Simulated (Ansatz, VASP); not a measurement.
## Ge2Sb2Te5: VASP beside Ansatz

Contents of INCAR:

```
PREC     = Accurate       # precision mode
ENCUT    = 520            # plane-wave cutoff, eV
EDIFF    = 1E-6           # SCF threshold, eV
ISMEAR   = 0              # smearing method
SIGMA    = 0.03           # smearing width, eV
LREAL    = F              # projectors in reciprocal space
LASPH    = T              # aspherical terms in the spheres
NELM     = 100            # most SCF steps
ALGO     = Normal         # electronic algorithm
ISIF     = 2              # what is computed and relaxed
LWAVE    = F              # write WAVECAR
LCHARG   = F              # write CHGCAR
GGA      = PE             # functional
NBANDS   = 44             # bands
```

KPOINTS

```
regular mesh
0
Gamma
  12 12 2
```

Contents of POSCAR:

```
Ge2Sb2Te5
1.0
    3.7854942584      0.0000000000      0.0000000000
   -1.8927471292      3.2783341937      0.0000000000
    0.0000000000      0.0000000000     19.2783866100
Ge Sb Te
2 2 5
Direct
    0.0000000000      0.0000000000      0.3313200918
    0.0000000000      0.0000000000      0.6686799082
    0.3333333333      0.6666666667      0.1120971408
    0.6666666667      0.3333333333      0.8879028592
    0.0000000000      0.0000000000      0.0000000000
    0.3333333333      0.6666666667      0.7914345914
    0.6666666667      0.3333333333      0.2085654086
    0.3333333333      0.6666666667      0.4096023866
    0.6666666667      0.3333333333      0.5903976134
```

Input for Ansatz:

```yaml
crystal:
  lattice:
    - [3.7854942584, 0.0, 0.0]
    - [-1.8927471292, 3.2783341937, 0.0]
    - [0.0, 0.0, 19.27838661]
  atoms:
    - { symbol: Ge, position: [0.0, 0.0, 0.3313200918] }
    - { symbol: Ge, position: [0.0, 0.0, 0.6686799082] }
    - { symbol: Sb, position: [0.3333333333, 0.6666666667, 0.1120971408] }
    - { symbol: Sb, position: [0.6666666667, 0.3333333333, 0.8879028592] }
    - { symbol: Te, position: [0.0, 0.0, 0.0] }
    - { symbol: Te, position: [0.3333333333, 0.6666666667, 0.7914345914] }
    - { symbol: Te, position: [0.6666666667, 0.3333333333, 0.2085654086] }
    - { symbol: Te, position: [0.3333333333, 0.6666666667, 0.4096023866] }
    - { symbol: Te, position: [0.6666666667, 0.3333333333, 0.5903976134] }
basis:
  ecutwfc: 420
kpoints:
  mp_grid: { grid: [12, 12, 2] }
hamiltonian:
  xc: pbe
scf:
  occupations: { method: gaussian, width: 0.03 }
output:
  forces: true
  stress: true
  eigenvalues: true
```

Alike in both runs: task single point; functional PBE; k mesh 12 × 12 × 2; occupations gaussian, width 0.03 eV; no spin polarisation.

```csv
,VASP,Ansatz
version,VASP 6.6.1,Ansatz 0.2.0
potentials or method,"VASP PAW PBE potentials, release 64 (Ge_d, Sb, Te), cutoff 520 eV","scalar-relativistic, plane waves, PAW"
valence electrons in the cell,68,138
```

|  | VASP | Ansatz | Ansatz less VASP |
| --- | --- | --- | --- |
| gap on the k mesh at the Fermi level (eV) | none | none | - |
| pressure (GPa) | 10.7 | 10.7 | -0.03 |
| traceless stress, the component that is largest in VASP (GPa) | -2.46 | -2.56 | -0.095 |
| rms of the force components (eV/Å) | 0.541 | 0.517 | -0.0235 |

Atom by atom the forces differ by 0.024 eV/Å (rms over components). A gap of «none» marks a metal or a gap that the smearing closes. VASP's potentials hold 68 valence electrons a cell and Ansatz's 138, so a difference there can come from the potentials and not from the codes.

Spin-orbit coupling is off throughout.
